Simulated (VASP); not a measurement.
GaAsSe3:

```xyz
5
Lattice="4.7676 0.0000 0.0000 -2.3838 4.1289 0.0000 0.0000 0.0000 5.8858" Properties=species:S:1:pos:R:3 pbc="T T T"
Ga    0.0000    2.7526    2.9429
As    2.3838    1.3763    0.0000
Se    0.0000    0.0000    4.4453
Se    0.0000    0.0000    1.4406
Se    2.3838    1.3763    2.9429
```

The cell was built from a structure type or drawn by symmetry, and may not be a known phase.

* Program: VASP 6.6.1
* Task: relaxation of cell and atoms
* Functional: PBE
* Potentials or basis: VASP PAW PBE potentials, release 64 (Ga_d, As, Se)
* Cutoff: 500 eV
* k mesh: 3 × 3 × 2
* Occupations: gaussian, width 0.15 eV
* Spin: no spin polarisation

At the start: pressure -1.0 GPa; volume 23.17 Å³/atom.

Where does the relaxation end?

Over 26 steps the energy falls by 284.1 meV/atom and the volume is 24.79 Å³/atom (+7.0 %); space group P-6m2 (No. 187, to 0.1 Å) before and after.

Step by step:
```tsv
step	energy change (eV)	largest force (eV/Å)	pressure (GPa)	volume (Å³)
1	0.0000	0.4115	-1.03	115.86
2	-0.0717	0.6882	-0.16	113.34
3	-0.1044	1.1026	1.80	109.40
4	-0.1429	1.1050	1.93	109.18
5	-0.2891	1.0572	2.62	108.47
6	-0.5573	0.0130	5.53	106.85
7	0.2932	5.5105	18.32	102.81
8	-0.5685	0.5416	6.84	106.44
9	-0.5694	0.7620	7.45	106.20
10	-0.5938	0.8737	7.56	106.43
11	-0.6614	1.2321	7.85	107.07
12	-0.7183	2.0070	8.67	108.28
13	-0.8187	1.8532	7.80	109.67
14	-1.0463	1.4406	5.59	113.83
15	-1.2512	0.8746	2.53	122.20
16	-1.2756	0.8399	1.66	125.60
17	-1.2805	0.8275	0.95	128.88
18	-1.2983	0.7837	0.69	128.75
19	-1.3398	0.6282	-0.01	128.33
20	-1.3664	0.2337	-1.21	127.42
21	-1.3964	0.0753	-0.75	124.96
22	-1.4053	0.0648	-0.31	123.00
23	-1.4054	0.0816	-0.24	122.73
24	-1.4123	0.0334	-0.01	122.71
25	-1.4178	0.0685	0.48	122.64
26	-1.4206	0.0091	0.04	123.95
```

Final structure:
```
CELL_PARAMETERS angstrom
4.23231 0.00000 0.00000
-2.11616 3.66529 0.00000
0.00000 0.00000 7.99035
ATOMIC_POSITIONS crystal
Ga 0.33333 0.66667 0.50000
As 0.66667 0.33333 0.00000
Se 0.00000 0.00000 0.81987
Se 0.00000 0.00000 0.18013
Se 0.66667 0.33333 0.50000
```

Caveat: the k points lie up to 0.57 Å⁻¹ apart in the final cell, too coarse for converged energies and pressures of a metal; a cell axis changed by over 15 % at a fixed basis, so the end point is rough.
